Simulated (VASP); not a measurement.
# LiH in VASP: a series of runs

The runs below take LiH through single point, with r2SCAN.

All numbers are computed with VASP 6.6.1; they aren't measurements. Logs are shortened: lines on timing, memory, paths and dates and some standing lists are left out, and cuts for length are marked.

## (1) The cell of the first run

It takes space group R-3m (No. 166, trigonal). The conventional cell has a = 2.833 Å, b = 2.833 Å, c = 7.252 Å, α = 90.00°, β = 90.00°, γ = 120.00°. Li (site symmetry -3m) has 6 H at 2.03 Å within 2.7 Å. H (site symmetry -3m) has 6 Li at 2.03 Å within 2.7 Å.

## (2) Single point, r2SCAN (strain along [111] +4.5%)

Contents of POSCAR:

```
LiH
1.0
    0.0603569112      2.0633517523      2.0633517523
    2.0633517523      0.0603569112      2.0633517523
    2.0633517523      2.0633517523      0.0603569112
Li H
1 1
Direct
    0.0000000000      0.0000000000      0.0000000000
    0.5000000000      0.5000000000      0.5000000000
```

Contents of INCAR.step1:

```
  ALGO = Normal
  EDIFF = 1E-4
  ENCUT = 520
  GGA = PE
  ISMEAR = 0
  LASPH = T
  LCHARG = F
  LREAL = F
  LWAVE = T
  NBANDS = 9
  NELM = 100
  PREC = Accurate
  SIGMA = 0.01
```

Contents of INCAR.step2:

```
  ALGO = Normal
  EDIFF = 1E-6
  ENCUT = 520
  ISIF = 2
  ISMEAR = 0
  ISTART = 1
  LASPH = T
  LCHARG = F
  LMIXTAU = T
  LREAL = F
  LWAVE = F
  METAGGA = R2SCAN
  NBANDS = 9
  NELM = 100
  PREC = Accurate
  SIGMA = 0.01
```

Contents of KPOINTS:

```
k-points
0
Gamma
  10 10 10
```

Potentials or basis: VASP PAW PBE potentials, release 64 (Li_sv, H).

On the command line:

```sh
> cat potpaw_PBE.64/Li_sv/POTCAR potpaw_PBE.64/H/POTCAR > POTCAR
> cp INCAR.step1 INCAR
> mpirun -np 1 vasp_std > vasp.out
> cp INCAR.step2 INCAR
> mpirun -np 1 vasp_std > vasp.out
```

OUTCAR:

```text
EDIFF = 1E-6
   ENCUT = 520
   ISIF = 2
   ISMEAR = 0
   ISTART = 1
   LASPH = T
   LREAL = F
   METAGGA = R2SCAN
   NELM = 100
   PREC = Accurate

 ion  position               nearest neighbor table
   1  0.000  0.000  0.000-
   2  0.500  0.500  0.500-

  LATTYP: Found a trigonal (rhomboedric) cell.
 ALAT       =     2.9186441825
 COS(alpha) =     0.5290255405

  Lattice vectors:

 A1 = (   0.0603569112,   2.0633517523,   2.0633517523)
 A2 = (   2.0633517523,   0.0603569112,   2.0633517523)
 A3 = (   2.0633517523,   2.0633517523,   0.0603569112)

Analysis of symmetry for initial positions (statically):
=====================================================================
 Subroutine PRICEL returns:
 Original cell was already a primitive cell.

 Routine SETGRP: Setting up the symmetry group for a
 trigonal (rhombohedral) supercell.

 Subroutine GETGRP returns: Found 12 space group operations
 (whereof 12 operations were pure point group operations)
 out of a pool of 12 trial point group operations.

The static configuration has the point symmetry D_3d.

Analysis of symmetry for dynamics (positions and initial velocities):
=====================================================================
 Subroutine PRICEL returns:
 Original cell was already a primitive cell.

 Routine SETGRP: Setting up the symmetry group for a
 trigonal (rhombohedral) supercell.

 Subroutine GETGRP returns: Found 12 space group operations
 (whereof 12 operations were pure point group operations)
 out of a pool of 12 trial point group operations.

The dynamic configuration has the point symmetry D_3d.

 Subroutine INISYM returns: Found 12 space group operations
 (whereof 12 operations are pure point group operations),
 and found     1 'primitive' translations

----------------------------------------------------------------------------------------

                                     Primitive cell

  volume of cell :      16.7984

  direct lattice vectors                    reciprocal lattice vectors
     0.060356911  2.063351752  2.063351752    -0.253224592  0.246027817  0.246027817
     2.063351752  0.060356911  2.063351752     0.246027817 -0.253224592  0.246027817
     2.063351752  2.063351752  0.060356911     0.246027817  0.246027817 -0.253224592

  length of vectors
     2.918644183  2.918644183  2.918644183     0.430327860  0.430327860  0.430327860

  position of ions in fractional coordinates (direct lattice)
     0.000000000  0.000000000  0.000000000
     0.500000000  0.500000000  0.500000000

  ion indices of the primitive-cell ions
   primitive index   ion index
                 1           1
                 2           2

----------------------------------------------------------------------------------------

 KPOINTS: k-points

Automatic generation of k-mesh.
 Grid dimensions read from file:
 generate k-points for:   10   10   10

 Generating k-lattice:

  Cartesian coordinates                     Fractional coordinates (reciprocal lattice)
    -0.025322459  0.024602782  0.024602782     0.100000000  0.000000000  0.000000000
     0.024602782 -0.025322459  0.024602782     0.000000000  0.100000000  0.000000000
     0.024602782  0.024602782 -0.025322459     0.000000000  0.000000000  0.100000000

  Length of vectors
     0.043032786  0.043032786  0.043032786

  Shift w.r.t. Gamma in fractional coordinates (k-lattice)
     0.000000000  0.000000000  0.000000000

 Subroutine IBZKPT returns following result:
 ===========================================

 Found    116 irreducible k-points:

 Following reciprocal coordinates:
            Coordinates               Weight
  0.000000  0.000000  0.000000      1.000000
  0.100000  0.000000  0.000000      6.000000
  0.200000  0.000000  0.000000      6.000000
  0.300000  0.000000  0.000000      6.000000
  0.400000 -0.000000 -0.000000      6.000000
  0.500000  0.000000 -0.000000      3.000000
[... 16 lines left out ...]
  0.300000  0.300000  0.000000      6.000000
  0.400000  0.300000  0.000000     12.000000
 [... further k-points ...]
   k-points           NKPTS =    116   k-points in BZ     NKDIM =    116   number of bands    NBANDS=      9
   number of dos      NEDOS =    301   number of ions     NIONS =      2
   total plane-waves  NPLWV =  13824
   dimension x,y,z NGX =    24 NGY =   24 NGZ =   24
   dimension x,y,z NGXF=    48 NGYF=   48 NGZF=   48
   ions per type =               1   1
   NGX,Y,Z   is equivalent  to a cutoff of  13.67, 13.67, 13.67 a.u.
   NGXF,Y,Z  is equivalent  to a cutoff of  27.34, 27.34, 27.34 a.u.
 SYSTEM =  unknown system
   PREC   = accura    normal or accurate (medium, high low for compatibility)
   ISTART =      1    job   : 0-new  1-cont  2-samecut
   ICHARG =      0    charge: 1-file 2-atom 10-const
   ISPIN  =      1    spin polarized calculation?
   LNONCOLLINEAR =      F non collinear calculations
   LSORBIT =      F    spin-orbit coupling
   LASPH  =      T    aspherical Exc in radial PAW
   ENCUT  =  520.0 eV  38.22 Ry    6.18 a.u.   5.43  5.43  5.43*2*pi/ulx,y,z
   NELM   =    100;   NELMIN=  2; NELMDL=  0     # of ELM steps
   EDIFF  = 0.1E-05   stopping-criterion for ELM
   LREAL  =      F    real-space projection
   EDIFFG = 0.1E-04   stopping-criterion for IOM
   NSW    =      0    number of steps for IOM
   IBRION =     -1    ionic relax: 0-MD 1-quasi-New 2-CG
   NFREE  =      0    steps in history (QN), initial steepest desc. (CG)
   ISIF   =      2    stress and relaxation
   ISYM   =      2    0-nonsym 1-usesym 2-fastsym
   POTIM  = 0.5000    time-step for ionic-motion
   TEBEG  =    0.0;   TEEND  =   0.0 temperature during run
   PSTRESS=    0.0 pullay stress
   NELECT =       4.0000    total number of electrons
   NUPDOWN=      -1.0000    fix difference up-down
   EMIN   =  10.00;   EMAX   =-10.00  energy-range for DOS
   EFERMI =   0.00;   METHOD = LEGACY
   ISMEAR =     0;   SIGMA  =   0.01  broadening in eV -4-tet -1-fermi 0-gaus
   EFERMI_NEDOS =   21; number of points for ismear=-14 and -15
   IALGO  =     38    algorithm
   IMIX   =      4    mixing-type and parameters
     AMIX     =   0.40;   BMIX     =  1.00
     AMIX_MAG =   1.60;   BMIX_MAG =  1.00
  volume/ion in A,a.u.               =       8.40        56.68
  Fermi-wavevector in a.u.,A,eV,Ry     =   1.014702  1.917509 14.008834  1.029620
  Thomas-Fermi vector in A             =   2.147945
   LORBIT       =      0    0 simple, 1 ext, 2 COOP (PROOUT), +10 PAW based schemes
   METAGGA = R2SCAN    functional components
   LHFCALC =     F    Hartree Fock is set to
   AEXX    =    0.0000 exact exchange contribution
   IVDW    =     0    specifies the selected vdW correction
   LEPSILON=     F    determine dielectric tensor
   LRPA    =     F    only Hartree local field effects (RPA)
 non-spin polarized calculation
 Gauss-broadening in eV      SIGMA  =   0.01
  energy-cutoff  :      520.00
  volume of cell :       16.80
 maximum number of plane-waves:       467
 NGX is ok and might be reduce to    24
   NGX = 11   NGY = 11   NGZ = 11

 number of electron       3.9999997 magnetization

 Free energy of the ion-electron system (eV)
  ---------------------------------------------------
  ext. energy  EPLUGINS =         0.00000000
  ---------------------------------------------------
  free energy    TOTEN  =        -6.80640273 eV

  energy without entropy =       -6.80640273  energy(sigma->0) =       -6.80640273

 E-fermi :  -0.2298     XC(G=0):  -8.6786

 val. band max:       -0.3685500975   @ k =   0.5000   0.5000   0.0000
 cond. band min:       3.2338244940   @ k =   0.5000   0.5000   0.0000
 fundamental gap:      3.6023745915
 Fermi energy:        -0.2298123852

 k-point     1 :       0.0000    0.0000    0.0000
  band No.  band energies     occupation
      1     -46.1572      2.00000
      2      -5.6628      2.00000
      3      16.6203      0.00000
      4      17.5304      0.00000
      5      19.0388      0.00000
      6      19.0388      0.00000
      7      22.0008      0.00000
      8      23.4651      0.00000
      9      23.4651      0.00000

 k-point     2 :       0.1000    0.0000    0.0000
  band No.  band energies     occupation
      1     -46.1535      2.00000
      2      -5.4801      2.00000
      3      15.2323      0.00000
      4      17.2557      0.00000
      5      17.5883      0.00000
      6      18.5415      0.00000
      7      22.6572      0.00000
      8      23.1866      0.00000
      9      24.4700      0.00000

 k-point     3 :       0.2000    0.0000    0.0000
  band No.  band energies     occupation
      1     -46.1435      2.00000
      2      -4.9459      2.00000
      3      11.9481      0.00000
      4      15.8816      0.00000
      5      16.9415      0.00000
      6      17.7848      0.00000
      7      23.3868      0.00000
      8      23.4863      0.00000
      9      23.7025      0.00000

 k-point     4 :       0.3000    0.0000    0.0000
  band No.  band energies     occupation
      1     -46.1310      2.00000
      2      -4.1255      2.00000
      3       8.6924      0.00000
      4      14.8316      0.00000
      5      16.6213      0.00000
      6      17.3370      0.00000
      7      21.0696      0.00000
      8      21.4780      0.00000
      9      25.0820      0.00000

 k-point     5 :       0.4000   -0.0000   -0.0000
  band No.  band energies     occupation
      1     -46.1209      2.00000
      2      -3.2306      2.00000
      3       6.2611      0.00000
      4      14.1473      0.00000
      5      16.7464      0.00000
      6      17.2914      0.00000
      7      19.2710      0.00000
      8      19.8728      0.00000
      9      27.0020      0.00000

 k-point     6 :       0.5000    0.0000   -0.0000
  band No.  band energies     occupation
      1     -46.1171      2.00000
      2      -2.7866      2.00000
      3       5.2955      0.00000
      4      13.9087      0.00000
      5      17.0359      0.00000
      6      17.4081      0.00000
      7      18.4194      0.00000
      8      19.2006      0.00000
      9      28.0976      0.00000
[... 169 lines left out ...]
 k-point    21 :      -0.3000    0.2000    0.0000
  band No.  band energies     occupation
      1     -46.1173      2.00000
      2      -2.8103      2.00000
      3       7.1862      0.00000
      4       9.5561      0.00000
      5      15.5304      0.00000
      6      16.1631      0.00000
      7      22.3755      0.00000
      8      26.1185      0.00000
      9      26.7475      0.00000

 k-point    22 :      -0.2000    0.2000    0.0000
  band No.  band energies     occupation
      1     -46.1266      2.00000
      2      -3.7625      2.00000
      3       9.9745      0.00000
      4      10.0573      0.00000
      5      16.3878      0.00000
      6      17.4541      0.00000
      7      21.2859      0.00000
      8      24.5940      0.00000
      9      25.4024      0.00000

 k-point    23 :       0.3000    0.3000    0.0000
  band No.  band energies     occupation
      1     -46.1243      2.00000
      2      -3.4300      2.00000
      3       8.7317      0.00000
      4      12.1187      0.00000
      5      13.1113      0.00000
      6      15.8898      0.00000
      7      18.4427      0.00000
      8      28.7933      0.00000
      9      31.8663      0.00000

 k-point    24 :       0.4000    0.3000    0.0000
  band No.  band energies     occupation
      1     -46.1167      2.00000
      2      -2.5406      2.00000
      3       6.8815      0.00000
      4      11.0649      0.00000
      5      11.7136      0.00000
      6      16.6240      0.00000
      7      18.7342      0.00000
      8      29.7941      0.00000
      9      30.7853      0.00000

 [... further k-points ...]
[... 5 lines left out ...]
  --------------------------------------------------------------------------------------
  -------------------------------------------------------------------------------------
  Total       -0.2089320     -0.2089320     -0.2089320     -0.1574336     -0.1574336     -0.1574336
  in kB      -19.9272187    -19.9272187    -19.9272187    -15.0154733    -15.0154733    -15.0154733
  external PRESSURE =     -19.9272187 kB  Pullay stress =       0.0000000 kB

 VOLUME and BASIS-vectors are now :
 -----------------------------------------------------------------------------
  energy-cutoff  :      520.00
  volume of cell :       16.80
      direct lattice vectors                 reciprocal lattice vectors
     0.060356911  2.063351752  2.063351752    -0.253224592  0.246027817  0.246027817
     2.063351752  0.060356911  2.063351752     0.246027817 -0.253224592  0.246027817
     2.063351752  2.063351752  0.060356911     0.246027817  0.246027817 -0.253224592

 POSITION                                       TOTAL-FORCE (eV/Angst)
 -----------------------------------------------------------------------------------
      0.00000      0.00000      0.00000         0.000000     -0.000000     -0.000000
      2.09353      2.09353      2.09353        -0.000000      0.000000      0.000000
 -----------------------------------------------------------------------------------
    total drift:                                0.000000     -0.000000     -0.000000

  FREE ENERGIE OF THE ION-ELECTRON SYSTEM (eV)
  ---------------------------------------------------
  free  energy   TOTEN  =        -6.8064027327 eV

  energy  without entropy=       -6.8064027327  energy(sigma->0) =       -6.80640273
```

Run time: 27 s. Hardware: 1 thread of Intel Xeon 6975P-C (Granite Rapids), shared host; peak memory 0.14 GiB.

Results:

| Property | Result |
| --- | --- |
| Free energy | -6.8064 eV |
| Band gap on the k mesh | 3.60 eV, direct |

Caveat: the cell differs from its parent crystal (strain along [111] +4.5%); the cutoff is under 1.25 times the usual one of these potentials, so pressure, stress and relaxed cells hold a basis-set (Pulay) error; the PAW data sets were made with another functional, which shifts forces and pressure a little. A k mesh can miss the band edges.

## (3) Single point, r2SCAN (shear xy strain +2.6%)

Contents of POSCAR:

```
LiH
1.0
    0.0256383340      2.0029948411      2.0029948411
    2.0029948411      0.0256383340      2.0029948411
    2.0286331751      2.0286331751      0.0000000000
Li H
1 1
Direct
    0.0000000000      0.0000000000      0.0000000000
    0.5000000000      0.5000000000      0.5000000000
```

Contents of INCAR.step1:

```
SYSTEM = LiH
  PREC = Accurate
  ENCUT = 520
  ISMEAR = 0
  SIGMA = 0.01
  LREAL = .False.
  LASPH = .True.
  NELM = 80
  NBANDS = 9
  GGA = PE
  ALGO = Normal
  EDIFF = 1E-4
  LWAVE = .True.
  LCHARG = .False.
```

Contents of INCAR.step2:

```
SYSTEM = LiH
  PREC = Accurate
  ENCUT = 520
  EDIFF = 1E-6
  ISMEAR = 0
  SIGMA = 0.01
  LREAL = .False.
  LASPH = .True.
  NELM = 80
  ALGO = Normal
  ISIF = 2
  LWAVE = .False.
  LCHARG = .False.
  METAGGA = R2SCAN
  LMIXTAU = .True.
  NBANDS = 9
  ISTART = 1
```

Contents of KPOINTS:

```
Automatic mesh
0
Gamma
  10 10 10
  0 0 0
```

Potentials or basis: VASP PAW PBE potentials, release 64 (Li_sv, H).

On the command line:

```sh
> cat potpaw_PBE.64/Li_sv/POTCAR potpaw_PBE.64/H/POTCAR > POTCAR
> cp INCAR.step1 INCAR
> mpirun -np 1 vasp_std > vasp.out
> cp INCAR.step2 INCAR
> mpirun -np 1 vasp_std > vasp.out
```

Run time: 35 s. Hardware: 1 thread of Intel Xeon 6975P-C (Granite Rapids), shared host; peak memory 0.14 GiB.

Results (log left out):

| Quantity | Value |
| --- | --- |
| Free energy | -6.8160 eV |
| Band gap on the k mesh | 3.58 eV, indirect (the least direct gap lies 2.8 meV higher) |

Levels at points of the mesh, in eV from the valence-band top:
```csv
k point,band 1,band 2,band 3,band 4,band 5
"(0.00, 0.00, 0.00)",-45.73,-5.46,17.64,19.00,19.38
"(0.50, 0.00, 0.00)",-45.69,-2.55,5.77,14.76,17.89
"(0.50, 0.50, 0.00)",-45.67,-0.01,3.58,11.31,12.20
"(0.00, 0.00, 0.50)",-45.69,-2.74,5.58,15.11,18.26
"(0.50, 0.00, 0.50)",-45.67,0.00,3.58,11.75,11.75
```

Caveat: the cell differs from its parent crystal (shear xy strain +2.6%); the cutoff is under 1.25 times the usual one of these potentials, so pressure, stress and relaxed cells hold a basis-set (Pulay) error; the PAW data sets were made with another functional, which shifts forces and pressure a little.
